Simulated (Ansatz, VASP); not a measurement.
**Bi: VASP beside Ansatz**

```xyz
1
Lattice="-2.0000 2.0000 2.0000 2.0000 -2.0000 2.0000 2.0000 2.0000 -2.0000" Properties=species:S:1:pos:R:3 pbc="T T T"
Bi    0.0000    0.0000    0.0000
```

Alike in both runs: task relaxation of cell and atoms; functional PBE; k mesh 13 × 13 × 13; occupations fermi-dirac, width 0.08 eV; no spin polarisation.

```csv
,VASP,Ansatz
version,VASP 6.6.1,Ansatz 0.2.0
potentials or method,"VASP PAW PBE potentials, release 64 (Bi_d)","PAW with Ansatz's default frozen-core files, scalar-relativistic"
plane-wave cutoff (eV),600,420
valence electrons in the cell,15,15
```

Ansatz gave:

| Quantity | Value |
| --- | --- |
| relaxed volume (Å³/atom) | 31.68 |
| relaxed cell length with the largest relative difference (Å) | 3.453 |

Estimate VASP's values.

relaxed volume (Å³/atom): 31.67; relaxed cell length with the largest relative difference (Å): 3.452.

Spin-orbit coupling is off throughout.
